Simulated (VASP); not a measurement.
# Be12Al in VASP: notebook

The runs below take Be12Al through single point, with PBEsol.

All numbers are computed with VASP 6.6.1; they aren't measurements. Logs are shortened: lines on timing, memory, paths and dates and some standing lists are left out, and cuts for length are marked.

**1. The cell of the first run**

The cell holds a slab with vacuum, 13 atoms: a = 4.580 Å, b = 4.580 Å, c = 14.588 Å, α = 90.00°, β = 90.00°, γ = 60.00°.

**2. Single point, PBEsol**

INCAR reads:

```
  ALGO = Normal
  EDIFF = 1E-6
  ENCUT = 520
  GGA = PS
  ISIF = 2
  ISMEAR = 0
  LASPH = T
  LCHARG = F
  LREAL = F
  LWAVE = F
  NBANDS = 26
  NELM = 80
  PREC = Accurate
  SIGMA = 0.05
```

KPOINTS reads:

```
k-points
0
Gamma
  4 4 1
```

POSCAR reads:

```
Be12Al
1.0
    4.5800000000      0.0000000000      0.0000000000
    2.2900000000      3.9663960000      0.0000000000
    0.0000000000      0.0000000000     14.5884300000
Be Al
12 1
Direct
    0.0000000000      0.0000000000      0.0685474722
    0.5000000000      0.0000000000      0.0685474722
    0.0000000000      0.5000000000      0.0685474722
    0.5000000000      0.5000000000      0.0685474722
   -0.1663183694      0.3333734201      0.1902535091
    0.3337342939      0.3319174384      0.1904279624
   -0.1683260005      0.8339795119      0.1905124815
    0.3337392809      0.8339860669      0.1903058108
   -0.0019031446      0.0029608743      0.3111593914
    0.4994902780     -0.0000748791      0.3197967842
   -0.0014136460      0.4989325322      0.3117424562
    0.5032748668      0.4981131486      0.3107655176
    0.1755735310      0.6679738987      0.4569901628
```

Potentials or basis: VASP PAW PBE potentials, release 64 (Be, Al).

Started as:

```
> cat potpaw_PBE.64/Be/POTCAR potpaw_PBE.64/Al/POTCAR > POTCAR
> mpirun -np 1 vasp_std > vasp.out
```

OUTCAR:

```text
EDIFF = 1E-6
   ENCUT = 520
   GGA = PS
   ISIF = 2
   ISMEAR = 0
   LASPH = T
   LREAL = F
   NELM = 80
   PREC = Accurate

 ion  position               nearest neighbor table
   1  0.000  0.000  0.069-   5 2.21   8 2.22   7 2.22   3 2.29   3 2.29   4 2.29   4 2.29   2 2.29
                             2 2.29
   2  0.500  0.000  0.069-   8 2.21   6 2.21   7 2.21   4 2.29   3 2.29   4 2.29   3 2.29   1 2.29
                             1 2.29
   3  0.000  0.500  0.069-   5 2.21   6 2.22   7 2.22   1 2.29   1 2.29   2 2.29   2 2.29   4 2.29
                             4 2.29
   4  0.500  0.500  0.069-   5 2.21   8 2.22   6 2.22   2 2.29   1 2.29   2 2.29   1 2.29   3 2.29
                             3 2.29
   5  0.834  0.333  0.190-  12 2.19   9 2.20  11 2.20   3 2.21   1 2.21   4 2.21   6 2.29   7 2.29
                             8 2.29   8 2.29   7 2.29   6 2.29
   6  0.334  0.332  0.190-  12 2.20   2 2.21  11 2.21   3 2.22   4 2.22   8 2.28   7 2.28   5 2.29
                             5 2.29   7 2.30   8 2.30  10 2.30
   7  0.832  0.834  0.191-   9 2.21  11 2.21   2 2.21   3 2.22   1 2.22   8 2.28   6 2.28   5 2.29
                             5 2.29   6 2.30   8 2.30  10 2.30
   8  0.334  0.834  0.190-  12 2.21   9 2.21   2 2.21   1 2.22   4 2.22   6 2.28   7 2.28   5 2.29
                             5 2.29   7 2.30   6 2.30  10 2.30
   9  0.998  0.003  0.311-   5 2.20   7 2.21   8 2.21  12 2.27  11 2.27  10 2.29  10 2.29  11 2.31
                            12 2.31  13 2.51
  10  0.499  1.000  0.320-  11 2.29   9 2.29  11 2.29  12 2.29   9 2.29  12 2.29   7 2.30   6 2.30
                             8 2.30
  11  0.999  0.499  0.312-   5 2.20   7 2.21   6 2.21  12 2.27   9 2.27  10 2.29  10 2.29   9 2.31
                            12 2.31  13 2.52
  12  0.503  0.498  0.311-   5 2.19   6 2.20   8 2.21   9 2.27  11 2.27  10 2.29  10 2.29  11 2.31
                             9 2.31  13 2.50
  13  0.176  0.668  0.457-  12 2.50   9 2.51  11 2.52

  LATTYP: Found a hexagonal cell.
 ALAT       =     4.5799996975
 C/A-ratio  =     3.1852469353

  Lattice vectors:

 A1 = (  -2.2900000000,  -3.9663960000,   0.0000000000)
 A2 = (   4.5800000000,   0.0000000000,   0.0000000000)
 A3 = (   0.0000000000,   0.0000000000,  14.5884300000)

Analysis of symmetry for initial positions (statically):
=====================================================================
 Subroutine PRICEL returns:
 Original cell was already a primitive cell.

 Routine SETGRP: Setting up the symmetry group for a
 hexagonal supercell.

 Subroutine GETGRP returns: Found  1 space group operations
 (whereof  1 operations were pure point group operations)
 out of a pool of 24 trial point group operations.

The static configuration has the point symmetry C_1 .

Analysis of symmetry for dynamics (positions and initial velocities):
=====================================================================
 Subroutine PRICEL returns:
 Original cell was already a primitive cell.

 Routine SETGRP: Setting up the symmetry group for a
 hexagonal supercell.

 Subroutine GETGRP returns: Found  1 space group operations
 (whereof  1 operations were pure point group operations)
 out of a pool of 24 trial point group operations.

The dynamic configuration has the point symmetry C_1 .

 Subroutine INISYM returns: Found  1 space group operations
 (whereof  1 operations are pure point group operations),
 and found     1 'primitive' translations

----------------------------------------------------------------------------------------

                                     Primitive cell

  volume of cell :     265.0148

  direct lattice vectors                    reciprocal lattice vectors
     4.580000000  0.000000000  0.000000000     0.218340611 -0.126059022  0.000000000
     2.290000000  3.966396000  0.000000000     0.000000000  0.252118044  0.000000000
     0.000000000  0.000000000 14.588430000     0.000000000  0.000000000  0.068547472

  length of vectors
     4.580000000  4.579999697 14.588430000     0.252118027  0.252118044  0.068547472

  position of ions in fractional coordinates (direct lattice)
     0.000000000  0.000000000  0.068547472
     0.500000000  0.000000000  0.068547472
     1.000000000  0.500000000  0.068547472
     0.500000000  0.500000000  0.068547472
[... 39 lines left out ...]
     0.000000000  0.000000000  0.068547472     0.000000000  0.000000000  1.000000000

  Length of vectors
     0.063029507  0.063029511  0.068547472

  Shift w.r.t. Gamma in fractional coordinates (k-lattice)
     0.000000000  0.000000000  0.000000000

 Subroutine IBZKPT returns following result:
 ===========================================

 Found     10 irreducible k-points:

 Following reciprocal coordinates:
            Coordinates               Weight
  0.000000  0.000000  0.000000      1.000000
  0.250000  0.000000  0.000000      2.000000
  0.250000  0.250000  0.000000      2.000000
  0.000000  0.250000  0.000000      2.000000
  0.500000  0.000000  0.000000      1.000000
  0.500000  0.500000  0.000000      1.000000
  0.000000  0.500000  0.000000      1.000000
  0.500000  0.250000  0.000000      2.000000
  0.250000  0.500000  0.000000      2.000000
 -0.250000  0.250000  0.000000      2.000000
   k-points           NKPTS =     10   k-points in BZ     NKDIM =     10   number of bands    NBANDS=     26
   number of dos      NEDOS =    301   number of ions     NIONS =     13
   total plane-waves  NPLWV = 139968
   dimension x,y,z NGX =    36 NGY =   36 NGZ =  108
   dimension x,y,z NGXF=    72 NGYF=   72 NGZF=  216
   ions per type =              12   1
   NGX,Y,Z   is equivalent  to a cutoff of  13.07, 13.07, 12.31 a.u.
   NGXF,Y,Z  is equivalent  to a cutoff of  26.13, 26.13, 24.61 a.u.
 SYSTEM =  unknown system
   PREC   = accura    normal or accurate (medium, high low for compatibility)
   ISTART =      0    job   : 0-new  1-cont  2-samecut
   ICHARG =      2    charge: 1-file 2-atom 10-const
   ISPIN  =      1    spin polarized calculation?
   LNONCOLLINEAR =      F non collinear calculations
   LSORBIT =      F    spin-orbit coupling
   LASPH  =      T    aspherical Exc in radial PAW
   ENCUT  =  520.0 eV  38.22 Ry    6.18 a.u.   8.52  8.52 27.12*2*pi/ulx,y,z
   NELM   =     80;   NELMIN=  2; NELMDL= -5     # of ELM steps
   EDIFF  = 0.1E-05   stopping-criterion for ELM
   LREAL  =      F    real-space projection
   EDIFFG = 0.1E-04   stopping-criterion for IOM
   NSW    =      0    number of steps for IOM
   IBRION =     -1    ionic relax: 0-MD 1-quasi-New 2-CG
   NFREE  =      0    steps in history (QN), initial steepest desc. (CG)
   ISIF   =      2    stress and relaxation
   ISYM   =      2    0-nonsym 1-usesym 2-fastsym
   POTIM  = 0.5000    time-step for ionic-motion
   TEBEG  =    0.0;   TEEND  =   0.0 temperature during run
   PSTRESS=    0.0 pullay stress
   NELECT =      27.0000    total number of electrons
   NUPDOWN=      -1.0000    fix difference up-down
   EMIN   =  10.00;   EMAX   =-10.00  energy-range for DOS
   EFERMI =   0.00;   METHOD = LEGACY
   ISMEAR =     0;   SIGMA  =   0.05  broadening in eV -4-tet -1-fermi 0-gaus
   EFERMI_NEDOS =   21; number of points for ismear=-14 and -15
   IALGO  =     38    algorithm
   IMIX   =      4    mixing-type and parameters
     AMIX     =   0.40;   BMIX     =  1.00
     AMIX_MAG =   1.60;   BMIX_MAG =  1.00
  volume/ion in A,a.u.               =      20.39       137.57
  Fermi-wavevector in a.u.,A,eV,Ry     =   0.764609  1.444901  7.954331  0.584627
  Thomas-Fermi vector in A             =   1.864548
   LORBIT       =      0    0 simple, 1 ext, 2 COOP (PROOUT), +10 PAW based schemes
   GGA     = PS    functional components
   LHFCALC =     F    Hartree Fock is set to
   AEXX    =    0.0000 exact exchange contribution
   IVDW    =     0    specifies the selected vdW correction
   LEPSILON=     F    determine dielectric tensor
   LRPA    =     F    only Hartree local field effects (RPA)
 non-spin polarized calculation
 Gauss-broadening in eV      SIGMA  =   0.05
  energy-cutoff  :      520.00
  volume of cell :      265.01
 maximum number of plane-waves:      7153
 NGX is ok and might be reduce to    36
   NGX = 17   NGY = 17   NGZ = 55

 number of electron      27.0000000 magnetization

 Free energy of the ion-electron system (eV)
  ---------------------------------------------------
  ext. energy  EPLUGINS =         0.00000000
  ---------------------------------------------------
  free energy    TOTEN  =       -47.04765659 eV

  energy without entropy =      -47.03301065  energy(sigma->0) =      -47.04033362

 E-fermi :   0.0517     XC(G=0):  -6.1031

 val. band max:        0.0477947515   @ k =   0.2500   0.5000   0.0000
 cond. band min:       0.0733181347   @ k =   0.5000   0.5000   0.0000
 fundamental gap:      0.0255233833
 Fermi energy:         0.0517097290

 k-point     1 :       0.0000    0.0000    0.0000
  band No.  band energies     occupation
      1      -9.6719      2.00000
      2      -7.6961      2.00000
      3      -5.4776      2.00000
      4      -3.5161      2.00000
      5      -3.4987      2.00000
      6      -3.4977      2.00000
[... 269 lines left out ...]
     24       5.5642      0.00000
     25       5.8824      0.00000
 [bands above 25 left out]

------------------------ aborting loop because EDIFF is reached ----------------------------------------

  FORCE on cell =-STRESS in cart. coord.  units (eV):
  Direction    XX          YY          ZZ          XY          YZ          ZX
  --------------------------------------------------------------------------------------
  -------------------------------------------------------------------------------------
  Total       -8.7740845     -8.7601448      0.1938901     -0.0525618      0.0010880      0.0089325
  in kB      -53.0447358    -52.9604615      1.1721847     -0.3177686      0.0065776      0.0540027
  external PRESSURE =     -34.9443376 kB  Pullay stress =       0.0000000 kB

 VOLUME and BASIS-vectors are now :
 -----------------------------------------------------------------------------
  energy-cutoff  :      520.00
  volume of cell :      265.01
      direct lattice vectors                 reciprocal lattice vectors
     4.580000000  0.000000000  0.000000000     0.218340611 -0.126059022  0.000000000
     2.290000000  3.966396000  0.000000000     0.000000000  0.252118044  0.000000000
     0.000000000  0.000000000 14.588430000     0.000000000  0.000000000  0.068547472

 POSITION                                       TOTAL-FORCE (eV/Angst)
 -----------------------------------------------------------------------------------
      0.00000      0.00000      1.00000        -0.007356      0.057259      0.001193
      2.29000      0.00000      1.00000         0.004383      0.000552     -0.054568
      1.14500      1.98320      1.00000        -0.049158     -0.025031      0.003919
      3.43500      1.98320      1.00000         0.048546     -0.033171     -0.000865
      4.58169      1.32229      2.77550        -0.002520     -0.000217      0.001463
      2.28859      1.31652      2.77804        -0.000179      0.000217     -0.002163
      5.71888      3.30789      2.77928         0.001141     -0.000750     -0.003322
      3.43835      3.30792      2.77626         0.001018      0.000703     -0.000101
      4.57806      0.01174      4.53933         0.005541      0.000015      0.010520
      4.57749      3.96610      4.66533         0.004851      0.000647      0.009706
      5.71608      1.97896      4.54783        -0.002825     -0.004291      0.005935
      3.44568      1.97571      4.53358        -0.000953      0.004257      0.013430
      2.33379      2.64945      6.66677        -0.002489     -0.000190      0.014852
 -----------------------------------------------------------------------------------
    total drift:                                0.000005     -0.000001      0.000077

  FREE ENERGIE OF THE ION-ELECTRON SYSTEM (eV)
  ---------------------------------------------------
  free  energy   TOTEN  =       -47.0476565854 eV

  energy  without entropy=      -47.0330106489  energy(sigma->0) =      -47.04033362
```

Run time: 59 s. Hardware: 1 thread of Intel Xeon 6975P-C, shared host; peak memory 0.38 GiB.

Results:

```
Free energy   : -47.0477 eV
Largest force : 0.059 eV/Å
```

Forces on the atoms (eV/Å):
```
Be  -0.007  0.057  0.001
Be   0.004  0.001 -0.055
Be  -0.049 -0.025  0.004
Be   0.049 -0.033 -0.001
Be  -0.003  0.000  0.001
Be   0.000  0.000 -0.002
Be   0.001 -0.001 -0.003
Be   0.001  0.001  0.000
Be   0.006  0.000  0.011
Be   0.005  0.001  0.010
Be  -0.003 -0.004  0.006
Be  -0.001  0.004  0.013
Al  -0.002  0.000  0.015
```

Caveat: the k points lie up to 0.40 Å⁻¹ apart; the PAW data sets were made with another functional, which shifts forces and pressure a little.

(Continued in part 2 of 2.)
